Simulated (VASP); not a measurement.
A run of VASP 6.6.1 is set up as follows.

Contents of INCAR:

```
SYSTEM = Ga
ALGO = Normal ; EDIFF = 1E-6
ENCUT = 500 ; GGA = PE
GGA_COMPAT = .FALSE. ; ISIF = 2
ISMEAR = -1 ; IVDW = 12
LASPH = .TRUE. ; LCHARG = .TRUE.
LELF = .TRUE. ; LREAL = .FALSE.
LVHAR = .TRUE. ; LWAVE = .FALSE.
NBANDS = 20 ; NELM = 120
PREC = Accurate ; SIGMA = 0.1
```

KPOINTS

```
k-points
0
G
  6 6 6
  0 0 0
```

POSCAR

```
Ga
1.0
    0.0000000000      2.5943951990      2.5943951990
    2.5943951990      0.0000000000      2.5943951990
    2.5943951990      2.5943951990      0.0000000000
Ga
2
Direct
    1.0000000000      1.0000000000      1.0000000000
    0.2500000000      0.2500000000      0.2500000000
```

Potentials or basis: VASP PAW PBE potentials, release 64 (Ga_d).

The run is started by

```console
$ cat potpaw_PBE.64/Ga_d/POTCAR > POTCAR
$ mpirun -np 1 vasp_std > vasp.out
```

(1) Predict the band gap on the k mesh.

(2) What does it give for the pressure?

Answers

(1) zero (bands 13 and 14 overlap by 6.07 eV).

(2) 30.3 GPa.

Caveat: the cell stands under pressure.
